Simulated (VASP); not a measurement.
# BaTiO3: single point with r2SCAN

Crystal: BaTiO3.

```
Ba Ti O
1.0
     3.85357    0.00000    0.00000
     0.00000    3.85357    0.00000
     0.00000    0.00000    4.36981
Ba Ti O
1 1 3
Direct
  0.50000 0.50000 0.60100
  0.00000 0.00000 0.11790
  0.00000 0.50000 0.05592
  0.50000 0.00000 0.05592
  0.00000 0.00000 0.52926
```

This cell differs from its parent crystal: biaxial strain in the a-b plane: -3.0 %, then relaxed in part.

```yaml
Program: VASP 6.6.1
Task: single point
Functional: r2SCAN
Potentials_or_basis: VASP PAW PBE potentials, release 64 (Ba_sv, Ti_sv, O)
Cutoff: 520 eV
k_mesh: 8 × 8 × 8
Occupations: gaussian, width 0.02 eV
Spin: no spin polarisation
Dipole_correction: no
Further_INCAR_settings: ALGO = Normal; EDIFF = 1e-07; NBANDS = 28
```

- Pressure: 7.2 GPa
- Largest force: 0.165 eV/Å
- Band gap on the k mesh: 2.31 eV, indirect (least direct gap 3.08 eV)

Forces on the atoms (eV/Å):
```
Ba   0.000  0.000 -0.061
Ti   0.000  0.000 -0.165
O    0.000  0.000  0.034
O    0.000  0.000  0.034
O    0.000  0.000  0.158
```

Stress tensor (GPa, compression positive):
```
9.87 0.00 0.00
0.00 9.87 0.00
0.00 0.00 1.93
```

Levels at points of the mesh, in eV from the valence-band top:
```tsv
k point	band 16	band 17	band 18	band 19	band 20	band 21	band 22	band 23	band 24	band 25
(0.00, 0.00, 0.00)	-2.04	-1.77	-1.55	-0.77	-0.77	2.31	3.21	3.21	4.47	4.80
(0.50, 0.00, 0.00)	-2.33	-2.30	-2.15	-1.96	-1.87	3.27	4.04	4.12	4.57	6.20
(0.50, 0.50, 0.00)	-3.51	-2.38	-1.16	-1.16	-0.04	4.11	4.19	4.19	4.66	8.29
(0.00, 0.00, 0.50)	-2.30	-2.29	-2.29	-0.82	-0.82	2.40	3.89	3.89	4.83	6.06
(0.50, 0.00, 0.50)	-2.85	-2.09	-1.62	-1.43	-0.96	3.91	4.11	4.13	5.62	7.22
(0.50, 0.50, 0.50)	-2.74	-2.74	-0.90	-0.90	0.00	4.38	4.38	4.75	6.22	6.86
```

It took 4.9 min on 1 thread of Intel(R) Xeon(R) 6975P-C (Granite Rapids) (shared host), peak memory 0.27 GiB.

Caveat: the cell differs from its parent crystal (biaxial strain in the a-b plane: -3.0 %, then relaxed in part); the PAW data sets were made with another functional, which shifts forces and pressure a little; spin-orbit coupling is left out, which moves the levels of the heavy elements. A k mesh can miss the band edges.
